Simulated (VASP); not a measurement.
**NiO2: single point with PBEsol**

NiO2:

```
Ni O
1.0
     2.80281    0.00000    0.00000
    -1.40141    2.42731    0.00000
     0.00000    0.00000    4.90604
Ni O
1 2
Cartesian
  0.0000 0.0000 2.4530
  1.4014 0.8091 3.4354
  0.0000 1.6182 1.4707
```

This cell differs from its parent crystal: atoms shifted along a free coordinate, c/a of the conventional cell at fixed volume 1.7504.

```yaml
Program: VASP 6.6.1
Task: single point
Functional: PBEsol
Potentials_or_basis: VASP PAW PBE potentials, release 64 (Ni_sv_GW, O)
Cutoff: 700 eV
k_mesh: 12 × 12 × 6
Occupations: gaussian, width 0.05 eV
Spin: no spin polarisation
Dipole_correction: no
Further_INCAR_settings: ALGO = Normal; EDIFF = 1e-06; NBANDS = 22
```

```json
{
 "Pressure": "-8.6 GPa",
 "Largest force": "0.993 eV/Å",
 "Band gap on the k mesh": "0.97 eV (least direct gap 1.14 eV)"
}
```

Forces in eV/Å, atoms in the order of the input:
```
Ni   0.000  0.000  0.000
O    0.000  0.000 -0.993
O    0.000  0.000  0.993
```

Stress tensor (GPa, compression positive):
```
-8.05  0.00  0.00
 0.00 -8.05  0.00
 0.00  0.00 -9.73
```

Levels at points of the mesh, in eV from the valence-band top:
```
           k point  band 13  band 14  band 15  band 16  band 17  band 18
(0.00, 0.00, 0.00)    -0.95    -0.85    -0.38     2.16     2.16     7.36
(0.50, 0.00, 0.00)    -1.56    -1.55    -0.91     1.61     2.09    12.11
(0.00, 0.00, 0.50)    -0.97    -0.97    -0.14     2.18     2.18     9.22
(0.50, 0.00, 0.50)    -1.59    -1.55    -0.96     1.61     2.04    11.60
```

Wall time 97 s on 1 thread of Intel(R) Xeon(R) Platinum 8259CL CPU @ 2.50GHz (Skylake/Cascade Lake), on a shared host, peak memory 0.26 GiB.

Caveat: the cell stands under tension; the PAW data sets were made with another functional, which shifts forces and pressure a little; the run has no spin polarisation, though such a crystal can be magnetic. Spin polarisation is off, so any magnetic state and its effect on volume and gap are missing.
